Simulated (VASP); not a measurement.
Wanted: the native input for a VASP 6.6.1 run.

| Quantity | Value |
| --- | --- |
| Task | single point |
| Functional | r2SCAN |
| Potentials or basis | VASP PAW PBE potentials, release 64 (N) |
| Cutoff | 520 eV |
| k mesh | 6 × 6 × 6 |
| Occupations | gaussian, width 0.01 eV |
| Spin | no spin polarisation |
| Dipole correction | no |
| Further INCAR settings | ALGO = Normal; EDIFF = 1e-06; NBANDS = 18 |

The system is N.

```xyz
4
Lattice="3.9610 0.0000 0.0000 0.0000 3.9610 0.0000 0.0000 0.0000 5.1332" Properties=species:S:1:pos:R:3 pbc="T T T"
N     3.5744    3.5744    0.0000
N     2.3671    1.5939    2.5666
N     0.3866    0.3866    0.0000
N     1.5939    2.3671    2.5666
```

These files were run (other wordings do the same):

POSCAR

```
N
1.0
    3.9609740433      0.0000000000      0.0000000000
    0.0000000000      3.9609740433      0.0000000000
    0.0000000000      0.0000000000      5.1331803146
N
4
Direct
    0.9024068167      0.9024068167      0.0000000000
    0.5975931833      0.4024068167      0.5000000000
    0.0975931833      0.0975931833      0.0000000000
    0.4024068167      0.5975931833      0.5000000000
```

INCAR.step1

```
PREC = Accurate
ENCUT = 520
ISMEAR = 0
SIGMA = 0.01
LREAL = False
LASPH = True
NELM = 100
NBANDS = 18
GGA = PE
ALGO = Normal
EDIFF = 1E-4
LWAVE = True
LCHARG = False
```

INCAR.step2

```
PREC = Accurate
ENCUT = 520
EDIFF = 1E-6
ISMEAR = 0
SIGMA = 0.01
LREAL = False
LASPH = True
NELM = 100
ALGO = Normal
ISIF = 2
LWAVE = False
LCHARG = True
METAGGA = R2SCAN
LMIXTAU = True
LELF = True
LVHAR = True
NBANDS = 18
ISTART = 1
```

KPOINTS

```
regular mesh
0
Gamma
  6 6 6
```

Potentials or basis: VASP PAW PBE potentials, release 64 (N).

Command:

```console
$ cat potpaw_PBE.64/N/POTCAR > POTCAR
$ cp INCAR.step1 INCAR
$ mpirun -np 1 vasp_std > vasp.out
$ cp INCAR.step2 INCAR
$ mpirun -np 1 vasp_std > vasp.out
```

Results of the run:

* Pressure: 3.3 GPa
* Largest force: 2.240 eV/Å
* Band gap on the k mesh: 7.46 eV (least direct gap 7.70 eV)

Caveat: the standard files for N, O and F lose accuracy on very short bonds; the cell stands under pressure; the PAW data sets were made with another functional, which shifts forces and pressure a little.

Run time: 73 s on 1 thread of Intel(R) Xeon(R) 6975P-C (Granite Rapids) (shared host), peak memory 0.2 GiB.
